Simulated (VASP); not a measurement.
# BiP2Ir2 (I4/mmm) in VASP: single point with r2SCAN

Aim: the single point of BiP2Ir2 with r2SCAN.

All numbers are computed with VASP 6.6.1; they aren't measurements. Logs are shortened: lines on timing, memory, paths and dates and some standing lists are left out, and cuts for length are marked.

## Step 1: The cell of the first run

Symmetry: I4/mmm, No. 139, tetragonal system. Conventional cell: a = 3.899 Å, b = 3.899 Å, c = 13.036 Å, α = 90.00°, β = 90.00°, γ = 90.00°. Bi (site symmetry 4/mmm) has 8 P at 3.31 Å and 8 Ir at 3.80 Å and 4 Bi at 3.90 Å within 4.3 Å. Within 3.2 Å of Ir (site symmetry -4m2) lie 4 P at 2.42 Å and 4 Ir at 2.76 Å. Within 3.4 Å of P (site symmetry 4mm) lie 4 Ir at 2.42 Å and 4 Bi at 3.31 Å.

## Step 2: Single point, r2SCAN

The input, POSCAR:

```
BiP2Ir2
1.0
    0.0000000000      3.8988170000      0.0000000000
    3.8988170000      0.0000000000      0.0000000000
    1.9494090000      1.9494090000     -6.5177710000
Bi Ir P
1 2 2
Direct
    0.0000000000      0.0000000000      0.0000000000
    0.7500000000      0.2500000000      0.5000000000
    0.2500000000      0.7500000000      0.5000000000
    0.3600000000      0.3600000000      0.2800000000
    0.6400000000      0.6400000000      0.7200000000
```

The input, INCAR.step1:

```
SYSTEM = BiP2Ir2
PREC = Accurate
ENCUT = 520
ISMEAR = 0
SIGMA = 0.0132
LREAL = .FALSE.
LASPH = .TRUE.
NELM = 100
NBANDS = 30
GGA = PE
ALGO = Normal
EDIFF = 1E-4
LWAVE = .TRUE.
LCHARG = .FALSE.
```

The input, INCAR.step2:

```
SYSTEM = BiP2Ir2
PREC = Accurate
ENCUT = 520
EDIFF = 1E-6
ISMEAR = 0
SIGMA = 0.0132
LREAL = .FALSE.
LASPH = .TRUE.
NELM = 100
ALGO = Normal
ISIF = 2
LWAVE = .FALSE.
LCHARG = .FALSE.
METAGGA = R2SCAN
LMIXTAU = .TRUE.
NBANDS = 30
ISTART = 1
```

The input, KPOINTS:

```
regular mesh
0
G
  7 7 7
  0 0 0
```

Potentials or basis: VASP PAW PBE potentials, release 64 (Bi_d, Ir, P).

Started as:

```
> cat potpaw_PBE.64/Bi_d/POTCAR potpaw_PBE.64/Ir/POTCAR potpaw_PBE.64/P/POTCAR > POTCAR
> cp INCAR.step1 INCAR
> mpirun -np 1 vasp_std > vasp.out
> cp INCAR.step2 INCAR
> mpirun -np 1 vasp_std > vasp.out
```

OUTCAR:

```text
SYSTEM = BiP2Ir2
   PREC = Accurate
   ENCUT = 520
   EDIFF = 1E-6
   ISMEAR = 0
   LREAL = .FALSE.
   LASPH = .TRUE.
   NELM = 100
   ISIF = 2
   METAGGA = R2SCAN
   ISTART = 1

 ion  position               nearest neighbor table
   1  0.000  0.000  0.000-   5 3.31   4 3.31   5 3.31   4 3.31   4 3.31   5 3.31   5 3.31   4 3.31

   2  0.750  0.250  0.500-   4 2.42   5 2.42   5 2.42   4 2.42   3 2.76   3 2.76   3 2.76   3 2.76

   3  0.250  0.750  0.500-   4 2.42   5 2.42   5 2.42   4 2.42   2 2.76   2 2.76   2 2.76   2 2.76

   4  0.360  0.360  0.280-   3 2.42   2 2.42   2 2.42   3 2.42   1 3.31   1 3.31   1 3.31   1 3.31

   5  0.640  0.640  0.720-   3 2.42   2 2.42   2 2.42   3 2.42   1 3.31   1 3.31   1 3.31   1 3.31

  LATTYP: Found a body centered tetragonal cell.
 ALAT       =     3.8988170000
 C/A-ratio  =     3.3434608498

  Lattice vectors:

 A1 = (  -1.9494090000,   1.9494080000,   6.5177710000)
 A2 = (   1.9494080000,  -1.9494090000,   6.5177710000)
 A3 = (   1.9494090000,   1.9494090000,  -6.5177710000)

Analysis of symmetry for initial positions (statically):
=====================================================================
 Subroutine PRICEL returns:
 Original cell was already a primitive cell.

 Routine SETGRP: Setting up the symmetry group for a
 body centered tetragonal supercell.

 Subroutine GETGRP returns: Found 16 space group operations
 (whereof 16 operations were pure point group operations)
 out of a pool of 16 trial point group operations.

The static configuration has the point symmetry D_4h.

Analysis of symmetry for dynamics (positions and initial velocities):
=====================================================================
 Subroutine PRICEL returns:
 Original cell was already a primitive cell.

 Routine SETGRP: Setting up the symmetry group for a
 body centered tetragonal supercell.

 Subroutine GETGRP returns: Found 16 space group operations
 (whereof 16 operations were pure point group operations)
 out of a pool of 16 trial point group operations.

The dynamic configuration has the point symmetry D_4h.

 Subroutine INISYM returns: Found 16 space group operations
 (whereof 16 operations are pure point group operations),
 and found     1 'primitive' translations

----------------------------------------------------------------------------------------

                                     Primitive cell

  volume of cell :      99.0752

  direct lattice vectors                    reciprocal lattice vectors
     0.000000000  3.898817000  0.000000000     0.000000000  0.256488058  0.076713362
     3.898817000  0.000000000  0.000000000     0.256488058  0.000000000  0.076713362
     1.949409000  1.949409000 -6.517771000     0.000000000  0.000000000 -0.153426685

  length of vectors
     3.898817000  3.898817000  7.076844615     0.267714519  0.267714519  0.153426685

  position of ions in fractional coordinates (direct lattice)
     0.000000000  0.000000000  0.000000000
     0.750000000  0.250000000  0.500000000
     0.250000000  0.750000000  0.500000000
     0.360000000  0.360000000  0.280000000
     0.640000000  0.640000000  0.720000000

  ion indices of the primitive-cell ions
   primitive index   ion index
                 1           1
                 2           2
                 3           3
                 4           4
                 5           5

----------------------------------------------------------------------------------------

 KPOINTS: regular mesh

Automatic generation of k-mesh.
 Grid dimensions read from file:
 generate k-points for:    7    7    7

 Generating k-lattice:

  Cartesian coordinates                     Fractional coordinates (reciprocal lattice)
     0.000000000  0.036641151  0.010959052     0.142857143  0.000000000  0.000000000
     0.036641151  0.000000000  0.010959052     0.000000000  0.142857143  0.000000000
     0.000000000  0.000000000 -0.021918098     0.000000000  0.000000000  0.142857143

  Length of vectors
     0.038244931  0.038244931  0.021918098

  Shift w.r.t. Gamma in fractional coordinates (k-lattice)
     0.000000000  0.000000000  0.000000000

 Subroutine IBZKPT returns following result:
 ===========================================

 Found     40 irreducible k-points:

 Following reciprocal coordinates:
            Coordinates               Weight
  0.000000  0.000000  0.000000      1.000000
  0.142857  0.000000  0.000000      8.000000
  0.285714  0.000000  0.000000      8.000000
  0.428571  0.000000 -0.000000      8.000000
  0.142857  0.142857  0.000000      8.000000
  0.285714  0.142857  0.000000     16.000000
[... 16 lines left out ...]
  0.285714  0.285714  0.142857      8.000000
  0.428571  0.285714  0.142857     16.000000
 [... further k-points ...]
   k-points           NKPTS =     40   k-points in BZ     NKDIM =     40   number of bands    NBANDS=     30
   number of dos      NEDOS =    301   number of ions     NIONS =      5
   total plane-waves  NPLWV =  48600
   dimension x,y,z NGX =    30 NGY =   30 NGZ =   54
   dimension x,y,z NGXF=    60 NGYF=   60 NGZF=  108
   ions per type =               1   2   2
   NGX,Y,Z   is equivalent  to a cutoff of  12.79, 12.79, 12.69 a.u.
   NGXF,Y,Z  is equivalent  to a cutoff of  25.58, 25.58, 25.37 a.u.
 SYSTEM =  BiP2Ir2
   PREC   = accura    normal or accurate (medium, high low for compatibility)
   ISTART =      1    job   : 0-new  1-cont  2-samecut
   ICHARG =      0    charge: 1-file 2-atom 10-const
   ISPIN  =      1    spin polarized calculation?
   LNONCOLLINEAR =      F non collinear calculations
   LSORBIT =      F    spin-orbit coupling
   LASPH  =      T    aspherical Exc in radial PAW
   ENCUT  =  520.0 eV  38.22 Ry    6.18 a.u.   7.25  7.25 13.16*2*pi/ulx,y,z
   NELM   =    100;   NELMIN=  2; NELMDL=  0     # of ELM steps
   EDIFF  = 0.1E-05   stopping-criterion for ELM
   LREAL  =      F    real-space projection
   EDIFFG = 0.1E-04   stopping-criterion for IOM
   NSW    =      0    number of steps for IOM
   IBRION =     -1    ionic relax: 0-MD 1-quasi-New 2-CG
   NFREE  =      0    steps in history (QN), initial steepest desc. (CG)
   ISIF   =      2    stress and relaxation
   ISYM   =      2    0-nonsym 1-usesym 2-fastsym
   POTIM  = 0.5000    time-step for ionic-motion
   TEBEG  =    0.0;   TEEND  =   0.0 temperature during run
   PSTRESS=    0.0 pullay stress
   NELECT =      43.0000    total number of electrons
   NUPDOWN=      -1.0000    fix difference up-down
   EMIN   =  10.00;   EMAX   =-10.00  energy-range for DOS
   EFERMI =   0.00;   METHOD = LEGACY
   ISMEAR =     0;   SIGMA  =   0.01  broadening in eV -4-tet -1-fermi 0-gaus
   EFERMI_NEDOS =   21; number of points for ismear=-14 and -15
   IALGO  =     38    algorithm
   IMIX   =      4    mixing-type and parameters
     AMIX     =   0.40;   BMIX     =  1.00
     AMIX_MAG =   1.60;   BMIX_MAG =  1.00
  volume/ion in A,a.u.               =      19.82       133.72
  Fermi-wavevector in a.u.,A,eV,Ry     =   1.239489  2.342295 20.903083  1.536333
  Thomas-Fermi vector in A             =   2.373970
   LORBIT       =      0    0 simple, 1 ext, 2 COOP (PROOUT), +10 PAW based schemes
   METAGGA = R2SCAN    functional components
   LHFCALC =     F    Hartree Fock is set to
   AEXX    =    0.0000 exact exchange contribution
   IVDW    =     0    specifies the selected vdW correction
   LEPSILON=     F    determine dielectric tensor
   LRPA    =     F    only Hartree local field effects (RPA)
 non-spin polarized calculation
 Gauss-broadening in eV      SIGMA  =   0.01
  energy-cutoff  :      520.00
  volume of cell :       99.08
 maximum number of plane-waves:      2689
 NGX is ok and might be reduce to    30
   NGX = 15   NGY = 15   NGZ = 27

 number of electron      43.0000005 magnetization

 Free energy of the ion-electron system (eV)
  ---------------------------------------------------
  ext. energy  EPLUGINS =         0.00000000
  ---------------------------------------------------
  free energy    TOTEN  =      -181.33126693 eV

  energy without entropy =     -181.33058017  energy(sigma->0) =     -181.33092355

 E-fermi :   7.8170     XC(G=0): -11.9371

 val. band max:        7.8166739580   @ k =   0.4286   0.2857   0.1429
 cond. band min:       7.8200699895   @ k =  -0.1429   0.4286   0.1429
 fundamental gap:      0.0033960315
 Fermi energy:         7.8169716041

 k-point     1 :       0.0000    0.0000    0.0000
  band No.  band energies     occupation
      1     -16.4706      2.00000
      2     -16.4293      2.00000
      3     -16.4293      2.00000
      4     -16.3908      2.00000
      5     -16.3377      2.00000
      6      -6.4611      2.00000
[... 22 lines left out ...]
     29      12.1948      0.00000
     30      13.7323      0.00000

 k-point     2 :       0.1429    0.0000    0.0000
  band No.  band energies     occupation
      1     -16.4682      2.00000
      2     -16.4325      2.00000
      3     -16.4290      2.00000
      4     -16.3837      2.00000
      5     -16.3404      2.00000
      6      -6.2537      2.00000
[... 22 lines left out ...]
     29      12.8796      0.00000
     30      13.6505      0.00000

 k-point     3 :       0.2857    0.0000    0.0000
  band No.  band energies     occupation
      1     -16.4639      2.00000
      2     -16.4396      2.00000
      3     -16.4283      2.00000
      4     -16.3667      2.00000
      5     -16.3463      2.00000
      6      -5.6698      2.00000
[... 22 lines left out ...]
     29      14.0393      0.00000
     30      14.4260      0.00000

 k-point     4 :       0.4286    0.0000   -0.0000
  band No.  band energies     occupation
      1     -16.4612      2.00000
      2     -16.4453      2.00000
      3     -16.4277      2.00000
      4     -16.3523      2.00000
      5     -16.3511      2.00000
      6      -4.8656      2.00000
[... 22 lines left out ...]
     29      14.0492      0.00000
     30      14.3675      0.00000

 k-point     5 :       0.1429    0.1429    0.0000
  band No.  band energies     occupation
      1     -16.4655      2.00000
      2     -16.4323      2.00000
      3     -16.4319      2.00000
      4     -16.3769      2.00000
      5     -16.3432      2.00000
      6      -6.0222      2.00000
[... 22 lines left out ...]
     29      13.4062      0.00000
     30      13.9945      0.00000
[... 526 lines left out ...]
     29      13.7656      0.00000
     30      14.4755      0.00000

 k-point    22 :      -0.1429    0.0000    0.1429
  band No.  band energies     occupation
      1     -16.4682      2.00000
      2     -16.4325      2.00000
      3     -16.4290      2.00000
      4     -16.3837      2.00000
      5     -16.3404      2.00000
      6      -6.1294      2.00000
[... 22 lines left out ...]
     29      13.0993      0.00000
     30      13.8470      0.00000

 k-point    23 :       0.2857    0.2857    0.1429
  band No.  band energies     occupation
      1     -16.4543      2.00000
      2     -16.4384      2.00000
      3     -16.4377      2.00000
      4     -16.3566      2.00000
      5     -16.3454      2.00000
      6      -5.0364      2.00000
[... 22 lines left out ...]
     29      14.3248      0.00000
     30      14.7323      0.00000

 k-point    24 :       0.4286    0.2857    0.1429
  band No.  band energies     occupation
      1     -16.4503      2.00000
      2     -16.4435      2.00000
      3     -16.4372      2.00000
      4     -16.3623      2.00000
      5     -16.3322      2.00000
      6      -4.4080      2.00000
[... 22 lines left out ...]
     29      14.8147      0.00000
     30      15.2995      0.00000

 [... further k-points ...]

------------------------ aborting loop because EDIFF is reached ----------------------------------------

  FORCE on cell =-STRESS in cart. coord.  units (eV):
  Direction    XX          YY          ZZ          XY          YZ          ZX
  --------------------------------------------------------------------------------------
  -------------------------------------------------------------------------------------
  Total       -3.6924873     -3.6924873     -4.9779152     -0.0000000      0.0000004      0.0000004
  in kB      -59.7124373    -59.7124373    -80.4995166     -0.0000000      0.0000062      0.0000062
  external PRESSURE =     -66.6414637 kB  Pullay stress =       0.0000000 kB

 VOLUME and BASIS-vectors are now :
 -----------------------------------------------------------------------------
  energy-cutoff  :      520.00
  volume of cell :       99.08
      direct lattice vectors                 reciprocal lattice vectors
     0.000000000  3.898817000  0.000000000     0.000000000  0.256488058  0.076713362
     3.898817000  0.000000000  0.000000000     0.256488058  0.000000000  0.076713362
     1.949409000  1.949409000 -6.517771000     0.000000000  0.000000000 -0.153426685

 POSITION                                       TOTAL-FORCE (eV/Angst)
 -----------------------------------------------------------------------------------
      0.00000      0.00000      0.00000        -0.000000      0.000000      0.000000
      1.94941      3.89882     -3.25889        -0.000000     -0.000000      0.000000
      3.89882      1.94941     -3.25889         0.000000     -0.000000     -0.000000
      1.94941      1.94941     -1.82498         0.000000      0.000000     -1.630955
      3.89882      3.89882     -4.69280        -0.000000     -0.000000      1.630955
 -----------------------------------------------------------------------------------
    total drift:                                0.000000     -0.000000     -0.000000

  FREE ENERGIE OF THE ION-ELECTRON SYSTEM (eV)
  ---------------------------------------------------
  free  energy   TOTEN  =      -181.3312669315 eV

  energy  without entropy=     -181.3305801687  energy(sigma->0) =     -181.33092355
```

Wall time 9.8 min (1 thread of Oxide Virtual Turin-like, shared host); peak memory 0.27 GiB.

Results:

```
Free energy            : -181.3313 eV
Pressure               : -6.7 GPa
Largest force          : 1.631 eV/Å
Band gap on the k mesh : zero (an odd number of electrons rules out a gap without spin polarisation)
```

Forces in eV/Å, atoms in the order of the input:
```
Bi   0.000  0.000  0.000
Ir   0.000  0.000  0.000
Ir   0.000  0.000  0.000
P    0.000  0.000 -1.631
P    0.000  0.000  1.631
```

Levels at points of the mesh, in eV from the Fermi level:
```csv
k point,band 19,band 20,band 21,band 22,band 23,band 24
"(0.00, 0.00, 0.00)",-0.16,-0.16,0.13,0.13,0.73,1.39
```

Caveat: the cell stands under tension; the PAW data sets were made with another functional, which shifts forces and pressure a little; spin-orbit coupling is left out, which moves the levels of the heavy elements.
